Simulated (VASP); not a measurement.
Input of a VASP 6.6.1 run:

The input POSCAR:

```
MnNbSb
1.0
    4.0448880000      0.0000000000      0.0000000000
    0.0000000000      4.0448880000      0.0000000000
    0.0000000000      0.0000000000      7.0454080000
Mn Nb Sb
2 2 2
Direct
    0.0000000000      0.5000000000      0.3510000000
    0.5000000000      0.0000000000      0.6490000000
    0.0000000000      0.0000000000      0.0000000000
    0.5000000000      0.5000000000      0.0000000000
    0.0000000000      0.5000000000      0.7270000000
    0.5000000000      0.0000000000      0.2730000000
```

Contents of INCAR.step1:

```
  ALGO = Normal
  EDIFF = 1E-4
  ENCUT = 520
  GGA = PE
  ISMEAR = 1
  LASPH = T
  LCHARG = F
  LREAL = F
  LWAVE = T
  NBANDS = 40
  NELM = 80
  PREC = Accurate
  SIGMA = 0.033
```

Contents of INCAR.step2:

```
  ALGO = Normal
  EDIFF = 1E-7
  ENCUT = 520
  ISIF = 2
  ISMEAR = 1
  ISTART = 1
  LASPH = T
  LCHARG = T
  LELF = T
  LMIXTAU = T
  LREAL = F
  LVHAR = T
  LWAVE = F
  METAGGA = R2SCAN
  NBANDS = 40
  NELM = 80
  PREC = Accurate
  SIGMA = 0.033
```

The input KPOINTS:

```
k-points
0
Gamma
  6 6 4
```

Potentials or basis: VASP PAW PBE potentials, release 64 (Mn_pv, Nb_sv, Sb).

Run with:

```sh
$ cat potpaw_PBE.64/Mn_pv/POTCAR potpaw_PBE.64/Nb_sv/POTCAR potpaw_PBE.64/Sb/POTCAR > POTCAR
$ cp INCAR.step1 INCAR
$ mpirun -np 1 vasp_std > vasp.out
$ cp INCAR.step2 INCAR
$ mpirun -np 1 vasp_std > vasp.out
```

(1) Predict the pressure.

(2) What does it give for the band gap on the k mesh?

(3) Predict the largest force.

## Answers

(1) -8.4 GPa.

(2) zero (bands 31 and 32 overlap by 0.40 eV).

(3) 3.284 eV/Å.

Caveat: the cell stands under tension; the PAW data sets were made with another functional, which shifts forces and pressure a little; spin-orbit coupling is left out, which moves the levels of the heavy elements; the run has no spin polarisation, though such a crystal can be magnetic.
